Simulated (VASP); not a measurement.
In5PtCl, 7 atoms in the cell. It takes space group P4/mmm (No. 123, tetragonal). Conventional cell: a = 4.312 Å, b = 4.312 Å, c = 9.968 Å, α = 90.00°, β = 90.00°, γ = 90.00°. Within 4.0 Å of In (site symmetry 2mm) lie 6 In at 3.05 to 3.23 Å and 2 Pt at 3.23 Å and 2 Cl at 3.36 Å. In (site symmetry 4/mmm) has 4 Pt at 3.05 Å and 8 In at 3.23 Å within 4.0 Å. Pt (site symmetry 4/mmm) has 12 In at 3.05 to 3.23 Å within 4.0 Å. Within 4.4 Å of Cl (site symmetry 4/mmm) lie 8 In at 3.36 Å and 4 Cl at 4.31 Å. The cell was generated, and may not be a known phase.

```yaml
Program: VASP 6.6.1
Task: single point
Functional: PBE
Potentials_or_basis: VASP PAW PBE potentials, release 64 (In_d, Pt, Cl)
Cutoff: 520 eV
k_mesh: 8 × 8 × 4
Occupations: gaussian, width 0.1 eV
Spin: no spin polarisation
Dipole_correction: no
Further_INCAR_settings: ALGO = Normal; EDIFF = 1e-06; NBANDS = 50
```

Potentials or basis: VASP PAW PBE potentials, release 64 (In_d, Pt, Cl).

The run is started by

```console
$ cat potpaw_PBE.64/In_d/POTCAR potpaw_PBE.64/Pt/POTCAR potpaw_PBE.64/Cl/POTCAR > POTCAR
$ mpirun -np 1 vasp_std > vasp.out
```

Hardware: 1 thread of AMD EPYC 9R45 96-Core Processor (Zen 5) (shared host).

Problem. How long does it take, and how much memory?

Solution. Wall time 4.1 min on 1 thread of AMD EPYC 9R45 96-Core Processor (Zen 5) (shared host), peak memory 0.47 GiB. Counts: scf iterations 16, k points 45.
